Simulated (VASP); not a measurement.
Crystal: WSe2.

```
W Se
1.0
     3.29967    0.00000    0.00000
    -1.64983    2.85760    0.00000
     0.00000    0.00000   13.14870
W Se
2 4
Direct
  0.33333 0.66667 0.25000
  0.66667 0.33333 0.75000
  0.66667 0.33333 0.37666
  0.66667 0.33333 0.12334
  0.33333 0.66667 0.87666
  0.33333 0.66667 0.62334
```

Base run:

| Property | Result |
| --- | --- |
| Program | VASP 6.6.1 |
| Functional | PBE |
| Potentials or basis | VASP PAW PBE potentials, release 64 (W_sv, Se) |
| Cutoff | 520 eV |
| k mesh | 12 × 12 × 2 |
| Occupations | gaussian, width 0.01 eV |
| Spin | no spin polarisation |

Its results: band gap on the k mesh 1.04 eV, indirect (least direct gap 1.49 eV); pressure 3.7 GPa; largest force 0.325 eV/Å.

**Question.** The run is repeated on the same cell with these changes: functional from PBE to r2SCAN. What comes out?

**Answer.** Band gap on the k mesh 1.16 eV, indirect (least direct gap 1.61 eV); pressure 1.7 GPa; largest force 0.008 eV/Å.

r2SCAN gives the wider gap, since meta-GGAs in the generalised Kohn-Sham scheme recover part of the derivative discontinuity.

Caveats: spin-orbit coupling is left out, which moves the levels of the heavy elements; this functional lacks dispersion, which binds the layers, so the pressure and a relaxed spacing across them are unreliable (some runs); the PAW data sets were made with another functional, which shifts forces and pressure a little (some runs).

A k mesh can miss the band edges.
